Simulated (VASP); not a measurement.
Set up this calculation in VASP 6.6.1, as the native input.

| Quantity | Value |
| --- | --- |
| Task | relaxation of cell and atoms |
| Functional | PBEsol |
| Potentials or basis | VASP PAW PBE potentials, release 64 (Zn, S) |
| Cutoff | 600 eV |
| k mesh | 8 × 8 × 8 |
| Occupations | gaussian, width 0.01 eV |
| Spin | no spin polarisation |
| Target pressure | 10 GPa |
| Dipole correction | no |
| Further INCAR settings | ALGO = Normal; EDIFF = 1e-07; IBRION = 2; EDIFFG = -0.002; NSW = 100; ISIF = 3 |

The structure of ZnS lies in POSCAR:

```
ZnS
1.0
    0.0000000000      2.6777713895      2.6777713895
    2.6777713895      0.0000000000      2.6777713895
    2.6777713895      2.6777713895      0.0000000000
Zn S
1 1
Direct
    0.7500000000      0.7500000000      0.7500000000
    0.0000000000      0.0000000000      0.0000000000
```

These files were run (other wordings do the same):

INCAR

```
ALGO = Normal
EDIFF = 1E-7
EDIFFG = -0.002
ENCUT = 600
GGA = PS
IBRION = 2
ISIF = 3
ISMEAR = 0
LASPH = True
LCHARG = False
LREAL = False
LWAVE = False
NELM = 60
NSW = 100
PREC = Accurate
PSTRESS = 100.0
SIGMA = 0.01
```

KPOINTS

```
k-points
0
Gamma
  8 8 8
```

Potentials or basis: VASP PAW PBE potentials, release 64 (Zn, S).

The run is started by

```sh
$ cat potpaw_PBE.64/Zn/POTCAR potpaw_PBE.64/S/POTCAR > POTCAR
$ mpirun -np 1 vasp_std > vasp.out
```

It gave:

```yaml
Relaxed_volume: 17.40 Å³/atom
Relaxed_cell: a = 3.665 Å, b = 3.665 Å, c = 3.665 Å, α = 60.00°, β = 60.00°, γ = 60.00°
Space_group_after_relaxing_to_0.05_Å: F-43m (No. 216)
Energy_change_on_relaxing_the_enthalpy_is_what_falls: +52.8 meV/atom
Ionic_steps: 6
Pressure_after_relaxing: 10.0 GPa
Band_gap_on_the_k_mesh: 2.54 eV, direct
```

Caveat: the cell is relaxed towards a set pressure, so the enthalpy falls and the energy may rise; the PAW data sets were made with another functional, which shifts forces and pressure a little.

Wall time 2.6 min on 1 thread of Intel Xeon 8259CL (shared host), peak memory 0.18 GiB.
